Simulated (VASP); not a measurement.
Input of a VASP 6.6.1 run:

Contents of INCAR:

```
SYSTEM = PbS
PREC = Accurate ; ENCUT = 520
EDIFF = 1E-7 ; ISMEAR = 0
SIGMA = 0.05 ; LREAL = .False.
LASPH = .True. ; NELM = 60
ALGO = Normal ; ISIF = 2
LWAVE = .False. ; LCHARG = .True.
GGA = PS ; LELF = .True.
LVHAR = .True. ; NBANDS = 17
```

Contents of KPOINTS:

```
regular mesh
0
Gamma
  10 10 10
  0 0 0
```

Contents of POSCAR:

```
PbS
1.0
    0.0000000000      2.9515570989      2.9515570989
    2.9515570989      0.0000000000      2.9515570989
    2.9515570989      2.9515570989      0.0000000000
Pb S
1 1
Direct
    0.5000000000      0.5000000000      0.5000000000
    0.0000000000      0.0000000000      0.0000000000
```

Potentials or basis: VASP PAW PBE potentials, release 64 (Pb_d, S).

Command:

```bash
$ cat potpaw_PBE.64/Pb_d/POTCAR potpaw_PBE.64/S/POTCAR > POTCAR
$ mpirun -np 1 vasp_std > vasp.out
```

Problem. Predict the pressure.

Solution. 0.0 GPa.

Problem. Predict the band gap on the k mesh.

Solution. 0.20 eV, direct.

Caveat: the PAW data sets were made with another functional, which shifts forces and pressure a little; spin-orbit coupling is left out, which moves the levels of the heavy elements. A k mesh can miss the band edges.
